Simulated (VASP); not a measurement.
# PbO2 (Fm-3m) in VASP: a series of runs

The runs below take PbO2 through single point, with PBE.

All numbers are computed with VASP 6.6.1; they aren't measurements. Logs are shortened: lines on timing, memory, paths and dates and some standing lists are left out, and cuts for length are marked.

**1. The cell of the first run**

The structure is cubic, space group Fm-3m (No. 225). Conventional cell: a = 5.404 Å, b = 5.404 Å, c = 5.404 Å, α = 90.00°, β = 90.00°, γ = 90.00°. Pb (site symmetry m-3m) has 8 O at 2.34 Å within 3.1 Å. Within 3.1 Å of O (site symmetry -43m) lie 4 Pb at 2.34 Å and 6 O at 2.70 Å.

**2. Single point, PBE**

INCAR

```
  PREC = Accurate
  ENCUT = 520
  EDIFF = 1E-6
  ISMEAR = 0
  SIGMA = 0.1
  LREAL = F
  LASPH = T
  NELM = 60
  ALGO = Normal
  ISIF = 2
  LWAVE = F
  LCHARG = F
  GGA = PE
  NBANDS = 20
  ISYM = 0
```

KPOINTS

```
Automatic mesh
0
Gamma
  2 2 2
  0 0 0.5
```

POSCAR

```
PbO2
1.0
    0.0000000000      2.7019920000      2.7019920000
    2.7019920000      0.0000000000      2.7019920000
    2.7019920000      2.7019920000      0.0000000000
Pb O
1 2
Direct
    0.0000000000      0.0000000000      0.0000000000
    0.2500000000      0.2500000000      0.2500000000
    0.7500000000      0.7500000000      0.7500000000
```

Potentials or basis: VASP PAW PBE potentials, release 64 (Pb_d, O).

Started as:

```
$ cat potpaw_PBE.64/Pb_d/POTCAR potpaw_PBE.64/O/POTCAR > POTCAR
$ mpirun -np 1 vasp_std > vasp.out
```

OUTCAR:

```text
PREC = Accurate
   ENCUT = 520
   EDIFF = 1E-6
   ISMEAR = 0
   LREAL = F
   LASPH = T
   NELM = 60
   ISIF = 2
   GGA = PE
   ISYM = 0

 ion  position               nearest neighbor table
   1  0.000  0.000  0.000-   3 2.34   3 2.34   3 2.34   2 2.34   2 2.34   2 2.34   3 2.34   2 2.34

   2  0.250  0.250  0.250-   1 2.34   1 2.34   1 2.34   1 2.34
   3  0.750  0.750  0.750-   1 2.34   1 2.34   1 2.34   1 2.34

IMPORTANT INFORMATION: All symmetrisations will be switched off!
NOSYMM: (Re-)initialisation of all symmetry stuff for point group C_1.

----------------------------------------------------------------------------------------

                                     Primitive cell

  volume of cell :      39.4532

  direct lattice vectors                    reciprocal lattice vectors
     0.000000000  2.701992000  2.701992000    -0.185048660  0.185048660  0.185048660
     2.701992000  0.000000000  2.701992000     0.185048660 -0.185048660  0.185048660
     2.701992000  2.701992000  0.000000000     0.185048660  0.185048660 -0.185048660

  length of vectors
     3.821193732  3.821193732  3.821193732     0.320513682  0.320513682  0.320513682

  position of ions in fractional coordinates (direct lattice)
     0.000000000  0.000000000  0.000000000
     0.250000000  0.250000000  0.250000000
     0.750000000  0.750000000  0.750000000

  ion indices of the primitive-cell ions
   primitive index   ion index
                 1           1
                 2           2
                 3           3

----------------------------------------------------------------------------------------

 KPOINTS: Automatic mesh

Automatic generation of k-mesh.
 Grid dimensions read from file:
 generate k-points for:    2    2    2

 Generating k-lattice:

  Cartesian coordinates                     Fractional coordinates (reciprocal lattice)
    -0.092524330  0.092524330  0.092524330     0.500000000  0.000000000  0.000000000
     0.092524330 -0.092524330  0.092524330     0.000000000  0.500000000  0.000000000
     0.092524330  0.092524330 -0.092524330     0.000000000  0.000000000  0.500000000

  Length of vectors
     0.160256841  0.160256841  0.160256841

  Shift w.r.t. Gamma in fractional coordinates (k-lattice)
     0.000000000  0.000000000  0.500000000

 Subroutine IBZKPT returns following result:
 ===========================================

 Found     16 irreducible k-points:

 Following reciprocal coordinates:
            Coordinates               Weight
  0.000000  0.000000  0.250000      2.000000
  0.250000  0.000000  0.000000      2.000000
  0.000000  0.250000  0.000000      2.000000
  0.250000  0.250000  0.250000      2.000000
  0.500000  0.000000  0.250000      2.000000
  0.250000  0.500000  0.000000      2.000000
[... 8 lines left out ...]
 -0.250000  0.250000  0.250000      2.000000
  0.250000  0.000000  0.500000      2.000000
   k-points           NKPTS =     16   k-points in BZ     NKDIM =     16   number of bands    NBANDS=     20
   number of dos      NEDOS =    301   number of ions     NIONS =      3
   total plane-waves  NPLWV =  21952
   dimension x,y,z NGX =    28 NGY =   28 NGZ =   28
   dimension x,y,z NGXF=    56 NGYF=   56 NGZF=   56
   ions per type =               1   2
   NGX,Y,Z   is equivalent  to a cutoff of  12.18, 12.18, 12.18 a.u.
   NGXF,Y,Z  is equivalent  to a cutoff of  24.36, 24.36, 24.36 a.u.
 SYSTEM =  unknown system
   PREC   = accura    normal or accurate (medium, high low for compatibility)
   ISTART =      0    job   : 0-new  1-cont  2-samecut
   ICHARG =      2    charge: 1-file 2-atom 10-const
   ISPIN  =      1    spin polarized calculation?
   LNONCOLLINEAR =      F non collinear calculations
   LSORBIT =      F    spin-orbit coupling
   LASPH  =      T    aspherical Exc in radial PAW
   ENCUT  =  520.0 eV  38.22 Ry    6.18 a.u.   7.10  7.10  7.10*2*pi/ulx,y,z
   NELM   =     60;   NELMIN=  2; NELMDL= -5     # of ELM steps
   EDIFF  = 0.1E-05   stopping-criterion for ELM
   LREAL  =      F    real-space projection
   EDIFFG = 0.1E-04   stopping-criterion for IOM
   NSW    =      0    number of steps for IOM
   IBRION =     -1    ionic relax: 0-MD 1-quasi-New 2-CG
   NFREE  =      0    steps in history (QN), initial steepest desc. (CG)
   ISIF   =      2    stress and relaxation
   ISYM   =      0    0-nonsym 1-usesym 2-fastsym
   POTIM  = 0.5000    time-step for ionic-motion
   TEBEG  =    0.0;   TEEND  =   0.0 temperature during run
   PSTRESS=    0.0 pullay stress
   NELECT =      26.0000    total number of electrons
   NUPDOWN=      -1.0000    fix difference up-down
   EMIN   =  10.00;   EMAX   =-10.00  energy-range for DOS
   EFERMI =   0.00;   METHOD = LEGACY
   ISMEAR =     0;   SIGMA  =   0.10  broadening in eV -4-tet -1-fermi 0-gaus
   EFERMI_NEDOS =   21; number of points for ismear=-14 and -15
   IALGO  =     38    algorithm
   IMIX   =      4    mixing-type and parameters
     AMIX     =   0.40;   BMIX     =  1.00
     AMIX_MAG =   1.60;   BMIX_MAG =  1.00
  volume/ion in A,a.u.               =      13.15        88.75
  Fermi-wavevector in a.u.,A,eV,Ry     =   1.424640  2.692180 27.614384  2.029600
  Thomas-Fermi vector in A             =   2.545110
   LORBIT       =      0    0 simple, 1 ext, 2 COOP (PROOUT), +10 PAW based schemes
   GGA     = PE    functional components
   LHFCALC =     F    Hartree Fock is set to
   AEXX    =    0.0000 exact exchange contribution
   IVDW    =     0    specifies the selected vdW correction
   LEPSILON=     F    determine dielectric tensor
   LRPA    =     F    only Hartree local field effects (RPA)
 non-spin polarized calculation
 Gauss-broadening in eV      SIGMA  =   0.10
  energy-cutoff  :      520.00
  volume of cell :       39.45
 maximum number of plane-waves:      1065
   NGX = 15   NGY = 15   NGZ = 15

 number of electron      25.9999989 magnetization

 Free energy of the ion-electron system (eV)
  ---------------------------------------------------
  ext. energy  EPLUGINS =         0.00000000
  ---------------------------------------------------
  free energy    TOTEN  =       -15.71468395 eV

  energy without entropy =      -15.71468395  energy(sigma->0) =      -15.71468395

 E-fermi :   5.5368     XC(G=0): -11.1492

 val. band max:        4.9959339324   @ k =  -0.2500   0.5000   0.5000
 cond. band min:       6.9304540525   @ k =   0.2500   0.2500   0.2500
 fundamental gap:      1.9345201200
 Fermi energy:         5.5368341607

 k-point     1 :       0.0000    0.0000    0.2500
  band No.  band energies     occupation
      1     -12.4776      2.00000
      2     -11.2166      2.00000
      3      -9.9925      2.00000
      4      -9.9925      2.00000
      5      -9.8045      2.00000
      6      -9.8045      2.00000
[... 12 lines left out ...]
     19      20.8663      0.00000
     20      20.8663      0.00000

 k-point     2 :       0.2500    0.0000    0.0000
  band No.  band energies     occupation
      1     -12.4776      2.00000
      2     -11.2166      2.00000
      3      -9.9925      2.00000
      4      -9.9925      2.00000
      5      -9.8045      2.00000
      6      -9.8045      2.00000
[... 12 lines left out ...]
     19      20.8663      0.00000
     20      20.8663      0.00000

 k-point     3 :       0.0000    0.2500    0.0000
  band No.  band energies     occupation
      1     -12.4776      2.00000
      2     -11.2166      2.00000
      3      -9.9925      2.00000
      4      -9.9925      2.00000
      5      -9.8045      2.00000
      6      -9.8045      2.00000
[... 12 lines left out ...]
     19      20.8663      0.00000
     20      20.8663      0.00000

 k-point     4 :       0.2500    0.2500    0.2500
  band No.  band energies     occupation
      1     -12.4776      2.00000
      2     -11.2166      2.00000
      3      -9.9925      2.00000
      4      -9.9925      2.00000
      5      -9.8045      2.00000
      6      -9.8045      2.00000
[... 12 lines left out ...]
     19      20.8663      0.00000
     20      20.8663      0.00000

 k-point     5 :       0.5000    0.0000    0.2500
  band No.  band energies     occupation
      1     -12.0223      2.00000
      2     -11.6871      2.00000
      3      -9.8869      2.00000
      4      -9.8796      2.00000
      5      -9.7599      2.00000
      6      -9.4988      2.00000
[... 12 lines left out ...]
     19      21.5811      0.00000
     20      23.2692      0.00000

 k-point     6 :       0.2500    0.5000    0.0000
  band No.  band energies     occupation
      1     -12.0223      2.00000
      2     -11.6871      2.00000
      3      -9.8869      2.00000
      4      -9.8796      2.00000
      5      -9.7599      2.00000
      6      -9.4988      2.00000
[... 12 lines left out ...]
     19      21.5811      0.00000
     20      23.2723      0.00000

 k-point     7 :       0.0000    0.2500    0.5000
  band No.  band energies     occupation
      1     -12.0223      2.00000
      2     -11.6871      2.00000
      3      -9.8869      2.00000
      4      -9.8796      2.00000
      5      -9.7599      2.00000
      6      -9.4988      2.00000
[... 12 lines left out ...]
     19      21.5811      0.00000
     20      23.2693      0.00000
[... 93 lines left out ...]
 k-point    12 :       0.2500    0.2500   -0.2500
  band No.  band energies     occupation
      1     -12.0223      2.00000
      2     -11.6871      2.00000
      3      -9.8869      2.00000
      4      -9.8796      2.00000
      5      -9.7599      2.00000
      6      -9.4988      2.00000
[... 12 lines left out ...]
     19      21.5811      0.00000
     20      23.2727      0.00000

 k-point    13 :       0.0000    0.5000    0.2500
  band No.  band energies     occupation
      1     -12.0223      2.00000
      2     -11.6871      2.00000
      3      -9.8869      2.00000
      4      -9.8796      2.00000
      5      -9.7599      2.00000
      6      -9.4988      2.00000
[... 12 lines left out ...]
     19      21.5811      0.00000
     20      23.2691      0.00000

 k-point    14 :       0.5000   -0.2500    0.5000
  band No.  band energies     occupation
      1     -12.0223      2.00000
      2     -11.6871      2.00000
      3      -9.8869      2.00000
      4      -9.8796      2.00000
      5      -9.7599      2.00000
      6      -9.4988      2.00000
[... 12 lines left out ...]
     19      21.5811      0.00000
     20      23.2718      0.00000

 k-point    15 :      -0.2500    0.2500    0.2500
  band No.  band energies     occupation
      1     -12.0223      2.00000
      2     -11.6871      2.00000
      3      -9.8869      2.00000
      4      -9.8796      2.00000
      5      -9.7599      2.00000
      6      -9.4988      2.00000
[... 12 lines left out ...]
     19      21.5811      0.00000
     20      23.2694      0.00000

 k-point    16 :       0.2500    0.0000    0.5000
  band No.  band energies     occupation
      1     -12.0223      2.00000
      2     -11.6871      2.00000
      3      -9.8869      2.00000
      4      -9.8796      2.00000
      5      -9.7599      2.00000
      6      -9.4988      2.00000
[... 12 lines left out ...]
     19      21.5811      0.00000
     20      23.2719      0.00000

------------------------ aborting loop because EDIFF is reached ----------------------------------------

  FORCE on cell =-STRESS in cart. coord.  units (eV):
  Direction    XX          YY          ZZ          XY          YZ          ZX
  --------------------------------------------------------------------------------------
  -------------------------------------------------------------------------------------
  Total        0.0032402      0.0032408      0.0032384      0.0000276      0.0000121      0.0000223
  in kB        0.1315820      0.1316059      0.1315118      0.0011191      0.0004925      0.0009037
  external PRESSURE =       0.1315666 kB  Pullay stress =       0.0000000 kB

 VOLUME and BASIS-vectors are now :
 -----------------------------------------------------------------------------
  energy-cutoff  :      520.00
  volume of cell :       39.45
      direct lattice vectors                 reciprocal lattice vectors
     0.000000000  2.701992000  2.701992000    -0.185048660  0.185048660  0.185048660
     2.701992000  0.000000000  2.701992000     0.185048660 -0.185048660  0.185048660
     2.701992000  2.701992000  0.000000000     0.185048660  0.185048660 -0.185048660

 POSITION                                       TOTAL-FORCE (eV/Angst)
 -----------------------------------------------------------------------------------
      0.00000      0.00000      0.00000        -0.000005     -0.000004      0.000013
      1.35100      1.35100      1.35100         0.000008      0.000004     -0.000002
      4.05299      4.05299      4.05299        -0.000003     -0.000001     -0.000011
 -----------------------------------------------------------------------------------
    total drift:                               -0.000012     -0.000005      0.000019

  FREE ENERGIE OF THE ION-ELECTRON SYSTEM (eV)
  ---------------------------------------------------
  free  energy   TOTEN  =       -15.7146839533 eV

  energy  without entropy=      -15.7146839533  energy(sigma->0) =      -15.71468395
```

Run time: 8.3 s. Hardware: 1 thread of Intel Xeon 6975P-C (Granite Rapids), shared host; peak memory 0.15 GiB.

Results:

```yaml
Free_energy: -15.7147 eV
Pressure: 0.0 GPa
Band_gap_on_the_k_mesh: 1.93 eV, indirect (least direct gap 2.62 eV)
```

Levels at points of the mesh, in eV from the valence-band top:
```tsv
k point	band 10	band 11	band 12	band 13	band 14	band 15	band 16	band 17
(0.00, 0.00, 0.25)	-1.77	-1.77	-0.69	-0.69	1.93	7.21	8.76	8.76
```

Caveat: the k points lie up to 1.01 Å⁻¹ apart; spin-orbit coupling is left out, which moves the levels of the heavy elements.

(Part 1 of 2 ends here.)
